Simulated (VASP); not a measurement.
Input of a VASP 6.6.1 run:

The input INCAR:

```
PREC     = Accurate       # precision mode
ENCUT    = 500            # plane-wave cutoff, eV
EDIFF    = 1E-6           # SCF threshold, eV
ISMEAR   = 0              # smearing method
SIGMA    = 0.1            # smearing width, eV
LREAL    = False          # projectors in reciprocal space
LASPH    = True           # aspherical terms in the spheres
NELM     = 120            # most SCF steps
ALGO     = Normal         # electronic algorithm
ISIF     = 2              # what is computed and relaxed
LWAVE    = False          # write WAVECAR
LCHARG   = True           # write CHGCAR
GGA      = PE             # functional
LELF     = True           # ELF
LVHAR    = True         
NBANDS   = 17             # bands
GGA_COMPAT= False
```

File KPOINTS:

```
Automatic mesh
0
Gamma
  15 15 8
```

File POSCAR:

```
Hf
1.0
    3.2046233997      0.0000000000      0.0000000000
   -1.6023116998      2.7752852737      0.0000000000
    0.0000000000      0.0000000000      5.0676571121
Hf
2
Direct
    0.3333333333      0.6666666667      0.2500000000
    0.6666666667      0.3333333333      0.7500000000
```

Potentials or basis: VASP PAW PBE potentials, release 64 (Hf_pv).

Run with:

```console
$ cat potpaw_PBE.64/Hf_pv/POTCAR > POTCAR
$ mpirun -np 1 vasp_std > vasp.out
```

Problem. Predict the band gap on the k mesh.

Solution. Zero (band 10 reaches 6.05 eV, above the bottom of band 11 at 4.44 eV).

Problem. What does it give for the pressure?

Solution. -0.4 GPa.

Stress tensor (GPa, compression positive):
```
-0.40  0.00  0.00
 0.00 -0.40  0.00
 0.00  0.00 -0.52
```

Caveat: spin-orbit coupling is left out, which moves the levels of the heavy elements.
